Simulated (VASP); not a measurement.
Ti3B6H: single point with PBEsol

The system is Ti3B6H, a slab with vacuum.

```
B Ti H
1.0
     3.01759    0.00000    0.00000
     0.00000    3.18476    0.00000
     0.00000    0.00000   25.96882
B Ti H
6 3 1
Direct
  0.00000 0.50000 0.32732
  0.00000 0.50000 0.39440
  0.50000 0.50000 0.42795
  0.50000 0.50000 0.49518
  0.00000 0.50000 0.52996
  0.00000 0.50000 0.59370
  0.50000 0.00000 0.36086
  0.00000 0.00000 0.46194
  0.50000 0.00000 0.56240
  0.00000 0.50000 0.64006
```

- Program: VASP 6.6.1
- Task: single point
- Functional: PBEsol
- Potentials or basis: VASP PAW PBE potentials, release 64 (B, Ti_sv, H)
- Cutoff: 520 eV
- k mesh: 10 × 9 × 1
- Occupations: gaussian, width 0.1 eV
- Spin: no spin polarisation
- Dipole correction: yes
- Further INCAR settings: ALGO = Normal; EDIFF = 1e-06; NBANDS = 38

* Largest force: 1.114 eV/Å

Forces on the atoms (eV/Å):
```
B    0.000  0.000  1.114
B    0.000  0.000 -0.367
B    0.000  0.000  0.279
B    0.000  0.000 -0.012
B    0.000  0.000 -0.010
B    0.000  0.000  0.036
Ti   0.000  0.000 -1.055
Ti   0.000  0.000  0.000
Ti   0.000  0.000  0.012
H    0.000  0.000  0.003
```

Levels at points of the mesh, in eV from the Fermi level:
| k point | band 26 | band 27 | band 28 | band 29 | band 30 | band 31 |
| --- | --- | --- | --- | --- | --- | --- |
| (0.00, 0.00, 0.00) | -1.10 | 0.78 | 0.94 | 1.40 | 1.49 | 1.85 |
| (0.50, 0.00, 0.00) | -1.17 | -0.14 | 0.25 | 0.69 | 0.92 | 0.99 |

It took 9.9 min on 1 thread of Intel(R) Xeon(R) Platinum 8259CL CPU @ 2.50GHz (Skylake/Cascade Lake), on a shared host, peak memory 0.47 GiB.

Caveat: the PAW data sets were made with another functional, which shifts forces and pressure a little.
